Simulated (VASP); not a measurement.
Runs of VASP 6.6.1 on IrS. The structure is that of space group F-43m (No. 216), or close to it. The cells are those of the table. 

| task | cell | k mesh | gap on the mesh (eV) | pressure (GPa) | relaxed volume (Å³/atom) |
| --- | --- | --- | --- | --- | --- |
| single point | a = 3.728 Å, angles 60.0°, 2 atoms | 18 × 18 × 18 | none | 0.5 | - |
| single point | a = 3.730 Å, angles 60.0°, 2 atoms | 6 × 6 × 6 | none | 0.4 | - |
| relaxation of cell and atoms | relaxed from a = 3.730 Å, angles 60.0°, 2 atoms | 18 × 18 × 18 | none | 0.0 | (a) |
| relaxation of cell and atoms | relaxed from a = 3.790 Å, angles 60.0°, 2 atoms | 6 × 6 × 6 | none | -0.1 | 18.40 |

Alike in all rows: level PBE; potentials or basis VASP PAW PBE potentials, release 64 (Ir, S); no spin polarisation; cutoff (eV) 500; smearing gaussian 0.1 eV.

Question: Estimate the missing entries.

Answer: (a) 18.37.

Caveats: spin-orbit coupling is left out, which moves the levels of the heavy elements.

A k mesh can miss the band edges, and the runs leave out spin-orbit coupling on Ir.

A gap of «none» marks levels without a gap at the run's occupations.
